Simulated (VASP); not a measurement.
Here is a VASP 6.6.1 calculation.

Contents of INCAR:

```
SYSTEM = Cu
PREC     = Accurate       ! precision mode
ENCUT    = 700            ! plane-wave cutoff, eV
EDIFF    = 1E-6           ! SCF threshold, eV
ISMEAR   = 0              ! smearing method
SIGMA    = 0.15           ! smearing width, eV
LREAL    = .FALSE.        ! projectors in reciprocal space
LASPH    = .TRUE.         ! aspherical terms in the spheres
NELM     = 120            ! most SCF steps
ALGO     = Normal         ! electronic algorithm
ISIF     = 2              ! what is computed and relaxed
LWAVE    = .FALSE.        ! write WAVECAR
LCHARG   = .FALSE.        ! write CHGCAR
NBANDS   = 26             ! bands
GGA_COMPAT= .FALSE.
```

File KPOINTS:

```
regular mesh
0
G
  21 21 12
  0 0 0
```

Contents of POSCAR:

```
Cu
1.0
    2.5340966698      0.0000000000      0.0000000000
   -1.2670483349      2.1945920917      0.0000000000
    0.0000000000      0.0000000000      4.1948224200
Cu
2
Direct
    0.3333333333      0.6666666667      0.2500000000
    0.6666666667      0.3333333333      0.7500000000
```

Potentials or basis: VASP PAW LDA potentials, release 64 (Cu_sv_GW).

Run with:

```sh
$ cat potpaw_LDA.64/Cu_sv_GW/POTCAR > POTCAR
$ mpirun -np 1 vasp_std > vasp.out
```

What does it give for the pressure?

-15.0 GPa.

Estimate the band gap on the k mesh.

zero (band 19 reaches 11.47 eV, above the bottom of band 20 at 5.38 eV).

Stress tensor (GPa, compression positive):
```
-14.90   0.00   0.00
  0.00 -14.90   0.00
  0.00   0.00 -15.32
```

Caveat: the cell differs from its parent crystal (strain +0.0200 x Voigt [0, 0, 1, 0, 0, 0]).
